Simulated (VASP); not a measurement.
# AlN (Cm) in VASP: a series of runs

AlN is run at these levels: PBEsol; tasks: single point.

Program: VASP 6.6.1. These are calculated values, not measurements. Logs are shortened: lines on timing, memory, paths and dates and some standing lists are left out, and cuts for length are marked.

## 1. The cell of the first run

The structure is monoclinic, space group Cm (No. 8). Conventional cell: a = 6.190 Å, b = 6.190 Å, c = 4.377 Å, α = 90.00°, β = 90.00°, γ = 90.00°. Al (site symmetry m) has 2 N at 1.38 to 1.86 Å within 1.9 Å. Within 2.6 Å of Al (site symmetry 1) lie 4 N at 1.90 Å and 1 Al at 2.55 Å. Al (site symmetry m) has 4 N at 1.90 Å within 2.5 Å. N (site symmetry m) has 1 Al at 1.38 Å within 1.8 Å. N (site symmetry 1) has 4 Al at 1.90 to 2.33 Å within 2.5 Å. N (site symmetry m) has 4 Al at 1.86 to 1.90 Å within 2.5 Å.

## 2. Single point, PBEsol (atom 1 (Al) moved by -0.252 Å along [1 1 0] and +0.630 Å along [0 0 1])

The input, INCAR:

```
  PREC = Accurate
  ENCUT = 520
  EDIFF = 1E-7
  ISMEAR = 0
  SIGMA = 0.05
  LREAL = False
  LASPH = True
  NELM = 80
  ALGO = Normal
  ISIF = 2
  LWAVE = False
  LCHARG = True
  GGA = PS
  LELF = True
  LVHAR = True
  NBANDS = 26
```

The input, KPOINTS:

```
regular mesh
0
Gamma
  6 6 6
```

The input, POSCAR:

```
AlN
1.0
    4.3771405283      0.0000000000      0.0000000000
    0.0000000000     -4.3771405283      0.0000000000
    0.0000000000      0.0000000000     -4.3771405283
Al N
4 4
Direct
   -0.0407094330     -0.1439295805     -0.0407094330
    0.5000000000      0.5000000000      0.0000000000
    0.5000000000      0.0000000000      0.5000000000
    0.0000000000      0.5000000000      0.5000000000
    0.7500000000      0.7500000000      0.7500000000
    0.2500000000      0.2500000000      0.7500000000
    0.2500000000      0.7500000000      0.2500000000
    0.7500000000      0.2500000000      0.2500000000
```

Potentials or basis: VASP PAW PBE potentials, release 64 (Al, N).

Launch:

```console
$ cat potpaw_PBE.64/Al/POTCAR potpaw_PBE.64/N/POTCAR > POTCAR
$ mpirun -np 1 vasp_std > vasp.out
```

OUTCAR:

```text
PREC = Accurate
   ENCUT = 520
   EDIFF = 1E-7
   ISMEAR = 0
   LREAL = False
   LASPH = True
   NELM = 80
   ISIF = 2
   GGA = PS

 ion  position               nearest neighbor table
   1  0.959  0.856  0.959-   5 1.38   7 1.86   6 2.33   8 2.33   2 2.55   4 2.55   2 2.84   4 2.84
                             3 2.91   3 3.17   3 3.17
   2  0.500  0.500  0.000-   5 1.90   6 1.90   7 1.90   8 1.90   1 2.55   1 2.84   4 3.10   3 3.10
                             4 3.10   3 3.10   3 3.10   3 3.10   4 3.10   4 3.10
   3  0.500  0.000  0.500-   5 1.90   6 1.90   7 1.90   8 1.90   1 2.91   2 3.10   4 3.10   2 3.10
                             2 3.10   4 3.10   2 3.10   4 3.10   4 3.10   1 3.17   1 3.17
   4  0.000  0.500  0.500-   5 1.90   6 1.90   7 1.90   8 1.90   1 2.55   1 2.84   3 3.10   2 3.10
                             2 3.10   3 3.10   2 3.10   3 3.10   2 3.10   3 3.10
   5  0.750  0.750  0.750-   1 1.38   2 1.90   3 1.90   4 1.90
   6  0.250  0.250  0.750-   2 1.90   3 1.90   4 1.90   1 2.33
   7  0.250  0.750  0.250-   1 1.86   2 1.90   3 1.90   4 1.90
   8  0.750  0.250  0.250-   2 1.90   3 1.90   4 1.90   1 2.33

  LATTYP: Found a simple cubic cell.
 ALAT       =     4.3771405283

  Lattice vectors:

 A1 = (   4.3771405283,   0.0000000000,   0.0000000000)
 A2 = (   0.0000000000,  -4.3771405283,   0.0000000000)
 A3 = (   0.0000000000,   0.0000000000,  -4.3771405283)

Analysis of symmetry for initial positions (statically):
=====================================================================
 Subroutine PRICEL returns:
 Original cell was already a primitive cell.

 Routine SETGRP: Setting up the symmetry group for a
 simple cubic supercell.

 Subroutine GETGRP returns: Found  2 space group operations
 (whereof  2 operations were pure point group operations)
 out of a pool of 48 trial point group operations.

The static configuration has the point symmetry C_1h.

Analysis of symmetry for dynamics (positions and initial velocities):
=====================================================================
 Subroutine PRICEL returns:
 Original cell was already a primitive cell.

 Routine SETGRP: Setting up the symmetry group for a
 simple cubic supercell.

 Subroutine GETGRP returns: Found  2 space group operations
 (whereof  2 operations were pure point group operations)
 out of a pool of 48 trial point group operations.

The dynamic configuration has the point symmetry C_1h.

 Subroutine INISYM returns: Found  2 space group operations
 (whereof  2 operations are pure point group operations),
 and found     1 'primitive' translations

----------------------------------------------------------------------------------------

                                     Primitive cell

  volume of cell :      83.8632

  direct lattice vectors                    reciprocal lattice vectors
     4.377140528  0.000000000  0.000000000     0.228459652  0.000000000  0.000000000
     0.000000000 -4.377140528  0.000000000     0.000000000 -0.228459652  0.000000000
     0.000000000  0.000000000 -4.377140528     0.000000000  0.000000000 -0.228459652

  length of vectors
     4.377140528  4.377140528  4.377140528     0.228459652  0.228459652  0.228459652

  position of ions in fractional coordinates (direct lattice)
     0.959290567  0.856070420  0.959290567
     0.500000000  0.500000000  0.000000000
     0.500000000  0.000000000  0.500000000
     0.000000000  0.500000000  0.500000000
     0.750000000  0.750000000  0.750000000
     0.250000000  0.250000000  0.750000000
     0.250000000  0.750000000  0.250000000
     0.750000000  0.250000000  0.250000000

  ion indices of the primitive-cell ions
   primitive index   ion index
                 1           1
                 2           2
                 3           3
                 4           4
                 5           5
                 6           6
                 7           7
                 8           8

----------------------------------------------------------------------------------------

 KPOINTS: regular mesh

Automatic generation of k-mesh.
 Grid dimensions read from file:
 generate k-points for:    6    6    6

 Generating k-lattice:

  Cartesian coordinates                     Fractional coordinates (reciprocal lattice)
     0.038076609  0.000000000  0.000000000     0.166666667  0.000000000  0.000000000
     0.000000000 -0.038076609  0.000000000     0.000000000  0.166666667  0.000000000
     0.000000000  0.000000000 -0.038076609     0.000000000  0.000000000  0.166666667

  Length of vectors
     0.038076609  0.038076609  0.038076609

  Shift w.r.t. Gamma in fractional coordinates (k-lattice)
     0.000000000  0.000000000  0.000000000

 Subroutine IBZKPT returns following result:
 ===========================================

 Found     68 irreducible k-points:

 Following reciprocal coordinates:
            Coordinates               Weight
  0.000000  0.000000  0.000000      1.000000
[... 40 lines left out ...]
   EMIN   =  10.00;   EMAX   =-10.00  energy-range for DOS
   EFERMI =   0.00;   METHOD = LEGACY
   ISMEAR =     0;   SIGMA  =   0.05  broadening in eV -4-tet -1-fermi 0-gaus
   EFERMI_NEDOS =   21; number of points for ismear=-14 and -15
   IALGO  =     38    algorithm
   IMIX   =      4    mixing-type and parameters
     AMIX     =   0.40;   BMIX     =  1.00
     AMIX_MAG =   1.60;   BMIX_MAG =  1.00
  volume/ion in A,a.u.               =      10.48        70.74
  Fermi-wavevector in a.u.,A,eV,Ry     =   1.187411  2.243881 19.183459  1.409944
  Thomas-Fermi vector in A             =   2.323563
   LORBIT       =      0    0 simple, 1 ext, 2 COOP (PROOUT), +10 PAW based schemes
   GGA     = PS    functional components
   LHFCALC =     F    Hartree Fock is set to
   AEXX    =    0.0000 exact exchange contribution
   IVDW    =     0    specifies the selected vdW correction
   LEPSILON=     F    determine dielectric tensor
   LRPA    =     F    only Hartree local field effects (RPA)
 non-spin polarized calculation
 Gauss-broadening in eV      SIGMA  =   0.05
  energy-cutoff  :      520.00
  volume of cell :       83.86
 maximum number of plane-waves:      2301
 NGX is ok and might be reduce to    36
   NGX = 17   NGY = 17   NGZ = 17

 number of electron      31.9999992 magnetization

 Free energy of the ion-electron system (eV)
  ---------------------------------------------------
  ext. energy  EPLUGINS =         0.00000000
  ---------------------------------------------------
  free energy    TOTEN  =       -55.87590620 eV

  energy without entropy =      -55.87590620  energy(sigma->0) =      -55.87590620

 E-fermi :   7.0880     XC(G=0): -11.0773

 val. band max:        6.8056541056   @ k =   0.5000   0.5000   0.5000
 cond. band min:       7.6753486526   @ k =   0.0000   0.0000   0.0000
 fundamental gap:      0.8696945470
 Fermi energy:         7.0879848479

 k-point     1 :       0.0000    0.0000    0.0000
  band No.  band energies     occupation
      1      -9.7657      2.00000
      2      -7.4330      2.00000
      3      -6.1446      2.00000
      4      -5.6063      2.00000
      5       0.1739      2.00000
      6       0.2569      2.00000
[... 18 lines left out ...]
     25      18.1842      0.00000
     26      18.2064      0.00000

 k-point     2 :       0.1667    0.0000    0.0000
  band No.  band energies     occupation
      1      -9.6649      2.00000
      2      -7.5177      2.00000
      3      -6.1409      2.00000
      4      -5.7180      2.00000
      5       0.3229      2.00000
      6       0.4412      2.00000
[... 18 lines left out ...]
     25      17.7110      0.00000
     26      18.4085      0.00000

 k-point     3 :       0.0000    0.1667    0.0000
  band No.  band energies     occupation
      1      -9.6851      2.00000
      2      -7.4135      2.00000
      3      -6.3488      2.00000
      4      -5.5860      2.00000
      5       0.3489      2.00000
      6       0.3612      2.00000
[... 572 lines left out ...]
 k-point    23 :      -0.3333    0.3333    0.0000
  band No.  band energies     occupation
      1      -9.2275      2.00000
      2      -7.5731      2.00000
      3      -6.5537      2.00000
      4      -5.9224      2.00000
      5       0.4861      2.00000
      6       0.9155      2.00000
[... 18 lines left out ...]
     25      16.2609      0.00000
     26      16.5852      0.00000

 k-point    24 :      -0.3333    0.0000    0.3333
  band No.  band energies     occupation
      1      -9.1849      2.00000
      2      -7.6614      2.00000
      3      -6.3058      2.00000
      4      -6.1645      2.00000
      5       0.4019      2.00000
      6       0.6023      2.00000
[... 18 lines left out ...]
     25      16.7475      0.00000
     26      16.8825      0.00000

 [... further k-points ...]
[... 5 lines left out ...]
  --------------------------------------------------------------------------------------
  -------------------------------------------------------------------------------------
  Total       16.8202467     -0.0822407     16.8202467     -7.7180992      7.7180990    -14.9889714
  in kB      321.3449455     -1.5711797    321.3449455   -147.4515936    147.4515894   -286.3590703
  external PRESSURE =     213.7062371 kB  Pullay stress =       0.0000000 kB

 VOLUME and BASIS-vectors are now :
 -----------------------------------------------------------------------------
  energy-cutoff  :      520.00
  volume of cell :       83.86
      direct lattice vectors                 reciprocal lattice vectors
     4.377140528  0.000000000  0.000000000     0.228459652  0.000000000  0.000000000
     0.000000000 -4.377140528  0.000000000     0.000000000 -0.228459652  0.000000000
     0.000000000  0.000000000 -4.377140528     0.000000000  0.000000000 -0.228459652

 POSITION                                       TOTAL-FORCE (eV/Angst)
 -----------------------------------------------------------------------------------
      4.19895     -3.74714     -4.19895        18.393337    -14.433520    -18.393337
      2.18857     -2.18857      0.00000        -1.120718      2.714882     -0.464303
      2.18857      0.00000     -2.18857        -0.662974     -1.622306      0.662974
      0.00000     -2.18857     -2.18857         0.464303      2.714882      1.120718
      3.28286     -3.28286     -3.28286       -16.586633      9.047344     16.586633
      1.09429     -1.09429     -3.28286        -0.311042      0.427278      0.045204
      1.09429     -3.28286     -1.09429        -0.131068      0.724162      0.131068
      3.28286     -1.09429     -1.09429        -0.045204      0.427278      0.311042
 -----------------------------------------------------------------------------------
    total drift:                               -0.000010     -0.000041      0.000010

  FREE ENERGIE OF THE ION-ELECTRON SYSTEM (eV)
  ---------------------------------------------------
  free  energy   TOTEN  =       -55.8759061989 eV

  energy  without entropy=      -55.8759061989  energy(sigma->0) =      -55.87590620
```

Run time: 91 s. Hardware: 1 thread of Intel Xeon Platinum 8488C (Sapphire Rapids), shared host; peak memory 0.26 GiB.

Results:

```
Free energy            : -55.8759 eV
Pressure               : 21.4 GPa
Largest force          : 29.748 eV/Å
Band gap on the k mesh : 0.87 eV (least direct gap 1.02 eV)
```

Forces on the atoms (eV/Å):
```
Al   18.393 -14.434 -18.393
Al   -1.121   2.715  -0.464
Al   -0.663  -1.622   0.663
Al    0.464   2.715   1.121
N   -16.587   9.047  16.587
N    -0.311   0.427   0.045
N    -0.131   0.724   0.131
N    -0.045   0.427   0.311
```

Stress tensor (GPa, compression positive):
```
 32.13 -14.75 -28.64
-14.75  -0.16  14.75
-28.64  14.75  32.13
```

Levels at points of the mesh, in eV from the valence-band top:
```tsv
k point	band 13	band 14	band 15	band 16	band 17	band 18	band 19	band 20
(0.00, 0.00, 0.00)	-2.25	-0.90	-0.71	-0.15	0.87	1.25	2.96	3.96
(0.50, 0.00, 0.00)	-2.21	-1.75	-1.56	-1.17	3.11	3.72	5.49	6.26
(0.00, 0.50, 0.00)	-2.94	-2.93	-1.23	-0.61	3.74	4.00	5.27	6.20
(0.50, 0.50, 0.00)	-2.03	-1.56	-1.31	-0.64	5.08	5.37	6.71	7.22
(0.50, 0.00, 0.50)	-2.65	-2.65	-0.85	-0.11	4.73	5.51	6.89	7.18
(0.50, 0.50, 0.50)	-1.36	-0.79	-0.74	0.00	4.61	5.65	6.10	6.41
```

Caveat: the cell differs from its parent crystal (atom 1 (Al) moved by -0.252 Å along [1 1 0] and +0.630 Å along [0 0 1]); the stress differs along the axes, from -0 to 32 GPa; the PAW data sets were made with another functional, which shifts forces and pressure a little.

## 3. Single point, PBEsol (atom 1 (Al) moved by -0.252 Å along [1 1 0] and +0.000 Å along [0 0 1])

The input, INCAR:

```
SYSTEM = AlN
PREC     = Accurate       ! precision mode
ENCUT    = 520            ! plane-wave cutoff, eV
EDIFF    = 1E-7           ! SCF threshold, eV
ISMEAR   = 0              ! smearing method
SIGMA    = 0.05           ! smearing width, eV
LREAL    = .FALSE.        ! projectors in reciprocal space
LASPH    = .TRUE.         ! aspherical terms in the spheres
NELM     = 60             ! most SCF steps
ALGO     = Normal         ! electronic algorithm
ISIF     = 2              ! what is computed and relaxed
LWAVE    = .FALSE.        ! write WAVECAR
LCHARG   = .TRUE.         ! write CHGCAR
GGA      = PS             ! functional
LELF     = .TRUE.         ! ELF
LVHAR    = .TRUE.       
NBANDS   = 26             ! bands
```

The input, KPOINTS:

```
Automatic mesh
0
G
  6 6 6
  0 0 0
```

POSCAR: that of step 2 with these lines changed.

```diff
@@ -8,3 +8,3 @@
 Direct
-   -0.0407094330     -0.1439295805     -0.0407094330
+   -0.0407094330      0.0000000000     -0.0407094330
     0.5000000000      0.5000000000      0.0000000000
```

Potentials or basis: VASP PAW PBE potentials, release 64 (Al, N).

Launch:

```console
$ cat potpaw_PBE.64/Al/POTCAR potpaw_PBE.64/N/POTCAR > POTCAR
$ mpirun -np 1 vasp_std > vasp.out
```

Wall time 93 s (1 thread of Intel Xeon Platinum 8488C (Sapphire Rapids), shared host); peak memory 0.26 GiB.

Results (log left out):

| Quantity | Value |
| --- | --- |
| Free energy | -61.7626 eV |
| Pressure | 2.4 GPa |
| Largest force | 5.936 eV/Å |
| Band gap on the k mesh | 2.15 eV |

Forces on the atoms (eV/Å):
```
Al   3.986 -1.860 -3.986
Al  -0.834 -0.043 -0.584
Al  -0.875  0.046  0.875
Al   0.584 -0.043  0.834
N   -1.895  1.979  1.895
N   -0.306  0.091  0.159
N   -0.501 -0.260  0.501
N   -0.159  0.091  0.306
```

Stress tensor (GPa, compression positive):
```
 1.58 -3.72 -2.51
-3.72  3.93  3.72
-2.51  3.72  1.58
```

Levels at points of the mesh, in eV from the valence-band top:
```
           k point  band 12  band 13  band 14  band 15  band 16  band 17  band 18  band 19  band 20  band 21
(0.00, 0.00, 0.00)    -1.97    -1.87    -0.33    -0.23     0.00     2.15     2.95     3.27     4.01     8.02
(0.50, 0.00, 0.00)    -2.69    -1.71    -1.56    -0.98    -0.75     4.82     5.55     5.69     6.25     9.46
(0.00, 0.50, 0.00)    -2.43    -1.26    -1.24    -1.20    -1.12     4.71     5.56     5.68     6.29     9.55
(0.50, 0.50, 0.00)    -2.30    -1.34    -1.05    -0.58    -0.28     6.54     7.37     7.45     7.98     8.47
(0.50, 0.00, 0.50)    -2.12    -1.00    -0.83    -0.71    -0.59     6.55     7.38     7.41     8.06     8.62
(0.50, 0.50, 0.50)    -0.95    -0.57    -0.48    -0.47    -0.09     6.62     6.81     6.92     7.04     8.60
```

Caveat: the cell differs from its parent crystal (atom 1 (Al) moved by -0.252 Å along [1 1 0] and +0.000 Å along [0 0 1]); the PAW data sets were made with another functional, which shifts forces and pressure a little.

## 4. Single point, PBEsol (atom 1 (Al) moved by -0.504 Å along [1 1 0] and +0.000 Å along [0 0 1])

The input, INCAR:

```
SYSTEM = AlN
ALGO = Normal ; EDIFF = 1E-6
ENCUT = 520 ; GGA = PS
ISIF = 2 ; ISMEAR = 0
LASPH = .TRUE. ; LCHARG = .FALSE.
LREAL = .FALSE. ; LWAVE = .FALSE.
NBANDS = 26 ; NELM = 100
PREC = Accurate ; SIGMA = 0.05
```

The input, KPOINTS:

```
k-points
0
G
  6 6 6
  0 0 0
```

POSCAR: that of step 3 with these lines changed.

```diff
@@ -8,3 +8,3 @@
 Direct
-   -0.0407094330      0.0000000000     -0.0407094330
+   -0.0814188659      0.0000000000     -0.0814188659
     0.5000000000      0.5000000000      0.0000000000
```

Launch:

```console
$ cat potpaw_PBE.64/Al/POTCAR potpaw_PBE.64/N/POTCAR > POTCAR
$ mpirun -np 1 vasp_std > vasp.out
```

Run time: 93 s. Hardware: 1 thread of Intel Xeon Platinum 8488C (Sapphire Rapids), shared host; peak memory 0.25 GiB.

The run converged. Its results:

```
Free energy            : -59.4028 eV
Pressure               : 10.0 GPa
Largest force          : 16.185 eV/Å
Band gap on the k mesh : 0.78 eV (least direct gap 0.86 eV)
```

Forces on the atoms (eV/Å):
```
Al   9.633 -8.738 -9.633
Al  -1.575 -0.155 -1.127
Al  -1.927  0.187  1.927
Al   1.127 -0.155  1.575
N   -6.029  8.280  6.029
N   -0.676  0.303  0.228
N   -0.326 -0.025  0.326
N   -0.228  0.303  0.676
```

Stress tensor (GPa, compression positive):
```
  5.71 -10.97  -9.11
-10.97  18.53  10.97
 -9.11  10.97   5.71
```

Levels at points of the mesh, in eV from the valence-band top:
```
           k point  band 12  band 13  band 14  band 15  band 16  band 17  band 18  band 19  band 20  band 21
(0.00, 0.00, 0.00)    -2.31    -2.21    -0.74    -0.61    -0.08     0.78     2.59     2.83     3.93     7.17
(0.50, 0.00, 0.00)    -2.87    -2.50    -2.27    -1.23    -0.75     3.51     5.03     5.33     6.21     8.42
(0.00, 0.50, 0.00)    -2.49    -1.74    -1.69    -1.54    -1.22     3.15     5.07     5.30     6.28     8.53
(0.50, 0.50, 0.00)    -2.41    -2.26    -1.77    -0.88    -0.29     5.03     6.82     6.94     7.47     7.63
(0.50, 0.00, 0.50)    -2.15    -1.66    -1.36    -0.94    -0.86     5.19     6.79     6.92     7.71     7.75
(0.50, 0.50, 0.50)    -1.61    -0.91    -0.73    -0.72     0.00     5.48     5.93     6.27     6.55     7.30
```

Caveat: the cell differs from its parent crystal (atom 1 (Al) moved by -0.504 Å along [1 1 0] and +0.000 Å along [0 0 1]); the stress differs along the axes, from 6 to 19 GPa; semilocal functionals underestimate gaps, and a narrow one can read as zero; the PAW data sets were made with another functional, which shifts forces and pressure a little. A k mesh can miss the band edges.

## 5. Overview

```tsv
cell	gap on the mesh (eV)	pressure (GPa)	largest force (eV/Å)
as given, atomic positions A	0.87	21.4	29.75
as given, atomic positions B	2.15	2.4	5.94
as given, atomic positions C	0.78	10.0	16.19
```

Alike in all rows: task single point; level PBEsol; potentials or basis VASP PAW PBE potentials, release 64 (Al, N); no spin polarisation; k mesh 6 × 6 × 6; cutoff (eV) 520; smearing gaussian 0.05 eV.

Caveats: the PAW data sets were made with another functional, which shifts forces and pressure a little; the stress differs along the axes, from -0 to 32 GPa (at least some runs); the stress differs along the axes, from 6 to 19 GPa (at least some runs); semilocal functionals underestimate gaps, and a narrow one can read as zero (at least some runs).

Total energies depend on the potentials used, so only differences within one code and one set of settings carry meaning.
